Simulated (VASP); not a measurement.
# Al30Si (a cell with a defect): single point with PBE+D3(BJ)

The system is Al30Si (a cell with a defect).

```
Si Al
1.0
     8.10000    0.00000    0.00000
     0.00000    8.10000    0.00000
     0.00000    0.00000    8.10000
Si Al
1 30
Direct
  0.58982 0.99960 0.92549
  0.75694 0.26078 0.00272
  0.74349 0.99908 0.24272
  0.99469 0.99915 0.99504
  0.25436 0.24476 0.00135
  0.49907 0.49925 0.99950
  0.75645 0.73837 0.00248
  0.25163 0.99889 0.24754
  0.49748 0.24590 0.24456
  0.75026 0.49922 0.25658
  0.50289 0.99911 0.50116
  0.75081 0.24613 0.50235
  0.00840 0.49927 0.00141
  0.25432 0.75342 0.00146
  0.99922 0.24914 0.25097
  0.24923 0.49892 0.25096
  0.49740 0.75215 0.24477
  0.99747 0.99893 0.50238
  0.24905 0.25023 0.50079
  0.49757 0.49920 0.49513
  0.75082 0.75213 0.50247
  0.25505 0.99910 0.75558
  0.49873 0.25312 0.74579
  0.74997 0.49928 0.74834
  0.99910 0.74892 0.25097
  0.99877 0.49898 0.50073
  0.24899 0.74769 0.50084
  0.99675 0.24770 0.74791
  0.24630 0.49917 0.74854
  0.49891 0.74591 0.74619
  0.99680 0.75055 0.74790
```

- Program: VASP 6.6.1
- Task: single point
- Functional: PBE
- Dispersion: D3(BJ)
- Potentials or basis: VASP PAW PBE potentials, release 64 (Si, Al)
- Cutoff: 520 eV
- k mesh: 3 × 3 × 3
- Occupations: gaussian, width 0.1 eV
- Spin: no spin polarisation
- Dipole correction: no
- Further INCAR settings: LREAL = Auto; ALGO = Normal; EDIFF = 1e-06; NBANDS = 68

```json
{"Pressure": "-4.4 GPa", "Largest force": "0.590 eV/Å", "Band gap on the k mesh": "zero (bands 47 and 48 overlap by 0.44 eV)", "Dispersion energy per atom": "-0.325 eV"}
```

Forces in eV/Å, atoms in the order of the input:
```
Si  -0.435  0.011  0.399
Al   0.000 -0.036 -0.062
Al   0.007  0.005 -0.014
Al   0.028  0.003 -0.005
Al   0.018 -0.012 -0.007
Al   0.005 -0.004 -0.007
Al   0.013  0.015 -0.053
Al   0.001  0.004 -0.001
Al   0.015 -0.011 -0.012
Al   0.008 -0.001 -0.029
Al   0.000  0.001 -0.028
Al   0.012 -0.001 -0.022
Al   0.012  0.003 -0.003
Al   0.015  0.016 -0.009
Al  -0.003 -0.004 -0.005
Al  -0.002 -0.001  0.004
Al   0.013  0.014 -0.013
Al   0.018  0.005 -0.008
Al   0.000 -0.002  0.005
Al   0.022  0.001 -0.012
Al   0.013  0.005 -0.024
Al   0.033  0.005 -0.010
Al   0.051 -0.006 -0.006
Al   0.029 -0.002 -0.035
Al  -0.004 -0.003 -0.007
Al   0.002 -0.002 -0.004
Al   0.006  0.006  0.005
Al   0.031  0.002 -0.010
Al   0.020  0.001  0.003
Al   0.042 -0.008 -0.018
Al   0.028 -0.002 -0.011
```

Stress tensor (GPa, compression positive):
```
-4.29  0.00  0.33
 0.00 -4.42  0.00
 0.33  0.00 -4.38
```

Levels at points of the mesh, in eV from the Fermi level:
```csv
k point,band 44,band 45,band 46,band 47,band 48,band 49,band 50,band 51
"(0.00, 0.00, 0.00)",-0.33,-0.30,0.04,0.37,0.48,0.57,0.59,0.59
```

It took 7.9 min on 1 thread of Intel(R) Xeon(R) Platinum 8559C (Emerald Rapids), on a shared host, peak memory 0.64 GiB.
